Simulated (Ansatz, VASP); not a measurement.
Two plane-wave programs on Zr

The input INCAR:

```
SYSTEM = Zr
PREC = Accurate
ENCUT = 600
EDIFF = 1E-7
ISMEAR = -1
SIGMA = 0.1
LREAL = .FALSE.
LASPH = .TRUE.
NELM = 60
ALGO = Normal
ISIF = 3
LWAVE = .FALSE.
LCHARG = .FALSE.
GGA = PS
IBRION = 2
NSW = 80
EDIFFG = -0.01
```

KPOINTS

```
regular mesh
0
G
  11 11 3
  0 0 0
```

POSCAR

```
Zr
1.0
    3.2050642256      0.0000000000      0.0000000000
   -1.6025321128      2.7756670401      0.0000000000
    0.0000000000      0.0000000000     10.4677397607
Zr
4
Direct
    0.0000000000      0.0000000000      0.0000000000
    0.0000000000      0.0000000000      0.5000000000
    0.3333333333      0.6666666667      0.2500000000
    0.6666666667      0.3333333333      0.7500000000
```

Input for Ansatz:

```yaml
crystal:
  lattice:
    - [3.2050642256, 0.0, 0.0]
    - [-1.6025321128, 2.7756670401, 0.0]
    - [0.0, 0.0, 10.4677397607]
  atoms:
    - { symbol: Zr, position: [0.0, 0.0, 0.0] }
    - { symbol: Zr, position: [0.0, 0.0, 0.5] }
    - { symbol: Zr, position: [0.3333333333, 0.6666666667, 0.25] }
    - { symbol: Zr, position: [0.6666666667, 0.3333333333, 0.75] }
hamiltonian:
  xc: pbesol
  pseudopotentials:
    kind: paw
    azcp:
      Zr: "pseudopotentials/Zr.paw.azcp"
basis:
  ecutwfc: 420
  fft_grid_basis: typed
kpoints:
  mp_grid: { grid: [11, 11, 3], shift: [0, 0, 0] }
magnetization:
  spin_polarized: false
scf:
  occupations: { method: fermi_dirac, width: 0.1 }
relax:
  max_steps: 60
  f_tol: 0.01
  cell: {}
```

Alike in both runs: task relaxation of cell and atoms; functional PBEsol; k mesh 11 × 11 × 3; occupations fermi-dirac, width 0.1 eV; no spin polarisation.

|  | VASP | Ansatz |
| --- | --- | --- |
| version | VASP 6.6.1 | Ansatz 0.2.0 |
| potentials or method | VASP PAW PBE potentials, release 64 (Zr_sv), cutoff 600 eV | plane waves (420 eV) with PAW, scalar-relativistic |
| valence electrons in the cell | 48 | 48 |

VASP gave:

| Item | Value |
| --- | --- |
| relaxed volume (Å³/atom) | 22.48 |
| relaxed cell length with the largest relative difference (Å) | 10.334 |

Q: Estimate Ansatz's values.

A: Relaxed volume (Å³/atom): 22.46; relaxed cell length with the largest relative difference (Å): 10.328.

VASP's potentials were made for PBE, not for PBEsol, and Ansatz warns of the same on its side.
